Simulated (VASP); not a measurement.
# B4Ru (Pm-3m) in VASP: notebook

B4Ru is run at these levels: PBE; tasks: single point, relaxation of cell and atoms.

Everything below comes from runs of VASP 6.6.1. Logs are shortened: lines on timing, memory, paths and dates and some standing lists are left out, and cuts for length are marked.

### 1 The cell of the first run

It takes space group Pm-3m (No. 221, cubic). Conventional cell: a = 3.462 Å, b = 3.462 Å, c = 3.462 Å, α = 90.00°, β = 90.00°, γ = 90.00°. B (site symmetry m-3m) has 6 B at 1.73 Å within 2.3 Å. B (site symmetry 4/mmm) has 2 B at 1.73 Å within 2.3 Å. Within 3.2 Å of Ru (site symmetry m-3m) lie 20 B at 2.45 to 3.00 Å.

### 2 Single point, PBE

INCAR reads:

```
  PREC = Accurate
  ENCUT = 520
  EDIFF = 1E-6
  ISMEAR = 0
  SIGMA = 0.1
  LREAL = F
  LASPH = T
  NELM = 80
  ALGO = Normal
  ISIF = 2
  LWAVE = F
  LCHARG = F
  GGA = PE
  NBANDS = 21
```

KPOINTS reads:

```
Automatic mesh
0
Gamma
  12 12 12
```

POSCAR reads:

```
B4Ru
1.0
    3.4619277694      0.0000000000      0.0000000000
    0.0000000000      3.4619277694      0.0000000000
    0.0000000000      0.0000000000      3.4619277694
B Ru
4 1
Direct
    0.0000000000      0.0000000000      0.0000000000
    0.5000000000      0.0000000000      0.0000000000
    0.0000000000      0.5000000000      0.0000000000
    0.0000000000      0.0000000000      0.5000000000
    0.5000000000      0.5000000000      0.5000000000
```

Potentials or basis: VASP PAW PBE potentials, release 64 (B, Ru_pv).

The run is started by

```
> cat potpaw_PBE.64/B/POTCAR potpaw_PBE.64/Ru_pv/POTCAR > POTCAR
> mpirun -np 1 vasp_std > vasp.out
```

OUTCAR:

```text
PREC = Accurate
   ENCUT = 520
   EDIFF = 1E-6
   ISMEAR = 0
   LREAL = F
   LASPH = T
   NELM = 80
   ISIF = 2
   GGA = PE

 ion  position               nearest neighbor table
   1  0.000  0.000  0.000-   2 1.73   3 1.73   4 1.73   4 1.73   3 1.73   2 1.73
   2  0.500  0.000  0.000-   1 1.73   1 1.73   5 2.45   5 2.45   5 2.45   5 2.45
   3  0.000  0.500  0.000-   1 1.73   1 1.73   5 2.45   5 2.45   5 2.45   5 2.45
   4  0.000  0.000  0.500-   1 1.73   1 1.73   5 2.45   5 2.45   5 2.45   5 2.45
   5  0.500  0.500  0.500-   2 2.45   3 2.45   4 2.45   2 2.45   3 2.45   2 2.45   4 2.45   2 2.45
                             3 2.45   4 2.45   3 2.45   4 2.45

  LATTYP: Found a simple cubic cell.
 ALAT       =     3.4619277694

  Lattice vectors:

 A1 = (   3.4619277694,   0.0000000000,   0.0000000000)
 A2 = (   0.0000000000,   3.4619277694,   0.0000000000)
 A3 = (   0.0000000000,   0.0000000000,   3.4619277694)

Analysis of symmetry for initial positions (statically):
=====================================================================
 Subroutine PRICEL returns:
 Original cell was already a primitive cell.

 Routine SETGRP: Setting up the symmetry group for a
 simple cubic supercell.

 Subroutine GETGRP returns: Found 48 space group operations
 (whereof 48 operations were pure point group operations)
 out of a pool of 48 trial point group operations.

The static configuration has the point symmetry O_h .

Analysis of symmetry for dynamics (positions and initial velocities):
=====================================================================
 Subroutine PRICEL returns:
 Original cell was already a primitive cell.

 Routine SETGRP: Setting up the symmetry group for a
 simple cubic supercell.

 Subroutine GETGRP returns: Found 48 space group operations
 (whereof 48 operations were pure point group operations)
 out of a pool of 48 trial point group operations.

The dynamic configuration has the point symmetry O_h .

 Subroutine INISYM returns: Found 48 space group operations
 (whereof 48 operations are pure point group operations),
 and found     1 'primitive' translations

----------------------------------------------------------------------------------------

[... 96 lines left out ...]
   ENCUT  =  520.0 eV  38.22 Ry    6.18 a.u.   6.44  6.44  6.44*2*pi/ulx,y,z
   NELM   =     80;   NELMIN=  2; NELMDL= -5     # of ELM steps
   EDIFF  = 0.1E-05   stopping-criterion for ELM
   LREAL  =      F    real-space projection
   EDIFFG = 0.1E-04   stopping-criterion for IOM
   NSW    =      0    number of steps for IOM
   IBRION =     -1    ionic relax: 0-MD 1-quasi-New 2-CG
   NFREE  =      0    steps in history (QN), initial steepest desc. (CG)
   ISIF   =      2    stress and relaxation
   ISYM   =      2    0-nonsym 1-usesym 2-fastsym
   POTIM  = 0.5000    time-step for ionic-motion
   TEBEG  =    0.0;   TEEND  =   0.0 temperature during run
   PSTRESS=    0.0 pullay stress
   NELECT =      26.0000    total number of electrons
   NUPDOWN=      -1.0000    fix difference up-down
   EMIN   =  10.00;   EMAX   =-10.00  energy-range for DOS
   EFERMI =   0.00;   METHOD = LEGACY
   ISMEAR =     0;   SIGMA  =   0.10  broadening in eV -4-tet -1-fermi 0-gaus
   EFERMI_NEDOS =   21; number of points for ismear=-14 and -15
   IALGO  =     38    algorithm
   IMIX   =      4    mixing-type and parameters
     AMIX     =   0.40;   BMIX     =  1.00
     AMIX_MAG =   1.60;   BMIX_MAG =  1.00
  volume/ion in A,a.u.               =       8.30        56.00
  Fermi-wavevector in a.u.,A,eV,Ry     =   1.400924  2.647363 26.702636  1.962588
  Thomas-Fermi vector in A             =   2.523836
   LORBIT       =      0    0 simple, 1 ext, 2 COOP (PROOUT), +10 PAW based schemes
   GGA     = PE    functional components
   LHFCALC =     F    Hartree Fock is set to
   AEXX    =    0.0000 exact exchange contribution
   IVDW    =     0    specifies the selected vdW correction
   LEPSILON=     F    determine dielectric tensor
   LRPA    =     F    only Hartree local field effects (RPA)
 non-spin polarized calculation
 Gauss-broadening in eV      SIGMA  =   0.10
  energy-cutoff  :      520.00
  volume of cell :       41.49
 maximum number of plane-waves:      1141
 NGX is ok and might be reduce to    28
   NGX = 13   NGY = 13   NGZ = 13

 number of electron      25.9999994 magnetization

 Free energy of the ion-electron system (eV)
  ---------------------------------------------------
  ext. energy  EPLUGINS =         0.00000000
  ---------------------------------------------------
  free energy    TOTEN  =       -29.79948029 eV

  energy without entropy =      -29.78836558  energy(sigma->0) =      -29.79392294

 E-fermi :   9.7349     XC(G=0): -12.7789

 val. band max:        9.7212867151   @ k =   0.3333   0.1667   0.1667
 cond. band min:       9.7351493662   @ k =   0.5000   0.2500   0.2500
 fundamental gap:      0.0138626511
 Fermi energy:         9.7348760931

 k-point     1 :       0.0000    0.0000    0.0000
  band No.  band energies     occupation
      1     -32.9818      2.00000
      2     -32.9818      2.00000
      3     -32.9818      2.00000
      4      -5.8256      2.00000
      5       2.4469      2.00000
      6       2.4469      2.00000
[... 565 lines left out ...]
     20      16.5778      0.00000
     21      17.2353      0.00000

 [... further k-points ...]

------------------------ aborting loop because EDIFF is reached ----------------------------------------

  FORCE on cell =-STRESS in cart. coord.  units (eV):
  Direction    XX          YY          ZZ          XY          YZ          ZX
  --------------------------------------------------------------------------------------
  -------------------------------------------------------------------------------------
  Total       -0.0064941     -0.0064941     -0.0064941      0.0000000     -0.0000000     -0.0000000
  in kB       -0.2507706     -0.2507706     -0.2507706      0.0000000     -0.0000000     -0.0000000
  external PRESSURE =      -0.2507706 kB  Pullay stress =       0.0000000 kB

 VOLUME and BASIS-vectors are now :
 -----------------------------------------------------------------------------
  energy-cutoff  :      520.00
  volume of cell :       41.49
      direct lattice vectors                 reciprocal lattice vectors
     3.461927769  0.000000000  0.000000000     0.288856402  0.000000000  0.000000000
     0.000000000  3.461927769  0.000000000     0.000000000  0.288856402  0.000000000
     0.000000000  0.000000000  3.461927769     0.000000000  0.000000000  0.288856402

 POSITION                                       TOTAL-FORCE (eV/Angst)
 -----------------------------------------------------------------------------------
      0.00000      0.00000      0.00000         0.000000      0.000000      0.000000
      1.73096      0.00000      0.00000         0.000000      0.000000      0.000000
      0.00000      1.73096      0.00000         0.000000      0.000000      0.000000
      0.00000      0.00000      1.73096         0.000000      0.000000      0.000000
      1.73096      1.73096      1.73096         0.000000      0.000000      0.000000
 -----------------------------------------------------------------------------------
    total drift:                                0.000000      0.000000      0.000000

  FREE ENERGIE OF THE ION-ELECTRON SYSTEM (eV)
  ---------------------------------------------------
  free  energy   TOTEN  =       -29.7994802904 eV

  energy  without entropy=      -29.7883655804  energy(sigma->0) =      -29.79392294
```

OSZICAR:

```text
N       E                     dE             d eps       ncg     rms          rms(c)
DAV:   1     0.163265035750E+03    0.16327E+03   -0.14597E+04  3528   0.124E+03
DAV:   2    -0.275012647215E+02   -0.19077E+03   -0.18397E+03  4073   0.323E+02
DAV:   3    -0.337882802311E+02   -0.62870E+01   -0.60880E+01  4227   0.548E+01
DAV:   4    -0.338602574114E+02   -0.71977E-01   -0.71796E-01  3945   0.531E+00
DAV:   5    -0.338612351628E+02   -0.97775E-03   -0.97764E-03  4041   0.620E-01    0.204E+01
DAV:   6    -0.383909494723E+02   -0.45297E+01   -0.10162E+02  3663   0.557E+01    0.283E+01
DAV:   7    -0.299643260703E+02    0.84266E+01   -0.23664E+01  3578   0.421E+01    0.443E+00
DAV:   8    -0.298005037657E+02    0.16382E+00   -0.25362E+00  3779   0.934E+00    0.295E+00
DAV:   9    -0.298006519042E+02   -0.14814E-03   -0.39306E-02  3784   0.156E+00    0.138E+00
DAV:  10    -0.297994571247E+02    0.11948E-02   -0.73527E-03  4027   0.525E-01    0.175E-01
DAV:  11    -0.297994811621E+02   -0.24037E-04   -0.19224E-04  3951   0.101E-01    0.285E-02
DAV:  12    -0.297994802904E+02    0.87171E-06   -0.69725E-06  4465   0.163E-02
   1 F= -.29799480E+02 E0= -.29793923E+02  d E =-.111147E-01
```

Run time: 70 s. Hardware: 1 thread of Intel Xeon Platinum 8259CL at 2.50GHz (Skylake/Cascade Lake), shared host; peak memory 0.2 GiB.

What came out:

- Free energy: -29.7995 eV
- Pressure: 0.0 GPa
- Band gap on the k mesh: zero (band 13 reaches 10.37 eV, above the bottom of band 14 at 8.78 eV)

### 3 Relaxation of cell and atoms, PBE

INCAR reads:

```
PREC = Accurate
ENCUT = 600
EDIFF = 1E-7
ISMEAR = 0
SIGMA = 0.1
LREAL = False
LASPH = True
NELM = 60
ALGO = Normal
ISIF = 3
LWAVE = False
LCHARG = False
GGA = PE
IBRION = 2
NSW = 100
EDIFFG = -0.01
```

KPOINTS is that of step 2.

Changes to POSCAR since step 2:

```diff
@@ -2,5 +2,5 @@
 1.0
-    3.4619277694      0.0000000000      0.0000000000
-    0.0000000000      3.4619277694      0.0000000000
-    0.0000000000      0.0000000000      3.4619277694
+    3.4613378014      0.0000000000      0.0000000000
+    0.0000000000      3.4613378014      0.0000000000
+    0.0000000000      0.0000000000      3.4613378014
 B Ru
```

Potentials or basis: VASP PAW PBE potentials, release 64 (B, Ru_pv).

The run is started by

```
> cat potpaw_PBE.64/B/POTCAR potpaw_PBE.64/Ru_pv/POTCAR > POTCAR
> mpirun -np 1 vasp_std > vasp.out
```

Wall time 72 s (1 thread of Intel Xeon Platinum 8259CL at 2.50GHz (Skylake/Cascade Lake), shared host); peak memory 0.21 GiB.

It converged, with:

| Item | Value |
| --- | --- |
| Free energy | -29.8032 eV |
| Pressure after relaxing | 0.1 GPa |
| Band gap on the k mesh | zero (band 13 reaches 10.37 eV, above the bottom of band 14 at 8.79 eV) |

Final structure:
```cif
data_structure
_symmetry_space_group_name_H-M 'P 1'
_symmetry_Int_Tables_number 1
_cell_length_a 3.4613
_cell_length_b 3.4613
_cell_length_c 3.4613
_cell_angle_alpha 90.000
_cell_angle_beta 90.000
_cell_angle_gamma 90.000
_cell_volume 41.47
loop_
_atom_site_label
_atom_site_type_symbol
_atom_site_fract_x
_atom_site_fract_y
_atom_site_fract_z
_atom_site_occupancy
B1 B 0.00000 0.00000 0.00000 1
B2 B 0.50000 0.00000 0.00000 1
B3 B 0.00000 0.50000 0.00000 1
B4 B 0.00000 0.00000 0.50000 1
Ru1 Ru 0.50000 0.50000 0.50000 1
```

Levels at points of the mesh, in eV from the Fermi level:
| k point | band 10 | band 11 | band 12 | band 13 | band 14 | band 15 | band 16 | band 17 |
| --- | --- | --- | --- | --- | --- | --- | --- | --- |
| (0.00, 0.00, 0.00) | -1.78 | -1.78 | -1.78 | 0.02 | 1.94 | 1.94 | 2.60 | 2.60 |
| (0.50, 0.00, 0.00) | -1.60 | -1.32 | -1.32 | -1.22 | -0.69 | -0.47 | -0.47 | 1.85 |
| (0.50, 0.50, 0.00) | -4.17 | -2.86 | -1.06 | -0.33 | 1.57 | 1.57 | 2.46 | 4.84 |
| (0.50, 0.50, 0.50) | -5.19 | -0.74 | -0.74 | 0.25 | 0.25 | 0.25 | 3.21 | 5.15 |

Caveat: the relaxation stopped at its first step, so nothing moved.
